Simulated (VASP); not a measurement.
The system is BeS.

```xyz
4
Lattice="2.8953 0.0000 0.0000 -1.4477 2.5074 0.0000 0.0000 0.0000 4.7194" Properties=species:S:1:pos:R:3 pbc="T T T"
Be    0.0000    0.0000    0.0000
Be    0.0000    0.0000    2.3597
S     0.0000    1.6716    1.1799
S     1.4477    0.8358    3.5396
```

- Program: VASP 6.6.1
- Task: relaxation of cell and atoms
- Functional: PBE
- Potentials or basis: VASP PAW PBE potentials, release 64 (Be, S)
- Cutoff: 600 eV
- k mesh: 12 × 12 × 6
- Occupations: fermi-dirac, width 0.02 eV
- Spin: no spin polarisation

At the start: pressure 79.7 GPa; volume 8.57 Å³/atom.

Where does the relaxation end?

Over 7 steps the energy falls by 709.8 meV/atom and the volume is 12.36 Å³/atom (+44.3 %); space group P6_3/mmc (No. 194, to 0.05 Å).

The path:
```
step  energy change (eV)  largest force (eV/Å)  pressure (GPa)  volume (Å³)
   1              0.0000                0.0000           79.73        34.26
   2             -2.2798                0.0000          -14.46        60.04
   3             -2.8362                0.0000            0.47        49.25
   4             -2.8365                0.0000           -0.27        49.59
   5             -2.8390                0.0000           -0.24        49.57
   6             -2.8392                0.0000           -0.22        49.56
   7             -2.8393                0.0000            0.05        49.44
```

Final structure:
```yaml
crystal:
  lattice:
    - [3.29905, 0.00000, 0.00000]
    - [-1.64952, 2.85706, 0.00000]
    - [0.00000, 0.00000, 5.24502]
  atoms:
    - { symbol: Be, position: [0.00000, 0.00000, 0.00000] }
    - { symbol: Be, position: [0.00000, 0.00000, 0.50000] }
    - { symbol: S, position: [0.33333, 0.66667, 0.25000] }
    - { symbol: S, position: [0.66667, 0.33333, 0.75000] }
```

Caveat: the volume moved by over 15 % at a fixed basis, so the end points are rough.
